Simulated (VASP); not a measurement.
HfO2, 3 atoms in the cell. It takes space group Fm-3m (No. 225, cubic). The conventional cell has a = 5.001 Å, b = 5.001 Å, c = 5.001 Å, α = 90.00°, β = 90.00°, γ = 90.00°. Within 2.9 Å of Hf (site symmetry m-3m) lie 8 O at 2.17 Å. O (site symmetry -43m) has 4 Hf at 2.17 Å and 6 O at 2.50 Å within 2.9 Å. 

```yaml
Program: VASP 6.6.1
Task: relaxation of cell and atoms
Functional: LDA
Potentials_or_basis: VASP PAW LDA potentials, release 64 (Hf_pv, O)
Cutoff: 600 eV
k_mesh: 8 × 8 × 8
Occupations: gaussian, width 0.01 eV
Spin: no spin polarisation
Target_pressure: 30 GPa
Dipole_correction: no
Further_INCAR_settings: ALGO = Normal; EDIFF = 1e-07; IBRION = 2; EDIFFG = -0.001; NSW = 80; ISIF = 3
```

Potentials or basis: VASP PAW LDA potentials, release 64 (Hf_pv, O).

Command:

```bash
$ cat potpaw_LDA.64/Hf_pv/POTCAR potpaw_LDA.64/O/POTCAR > POTCAR
$ mpirun -np 1 vasp_std > vasp.out
```

Hardware: 1 thread of Intel Xeon 8259CL, with other jobs on the host.

Problem. Estimate the wall time of this run.

Solution. It took 100 s on 1 thread of Intel Xeon 8259CL, with other jobs on the host, peak memory 0.16 GiB. Counts: scf iterations 47, k points 29, ion steps 5.
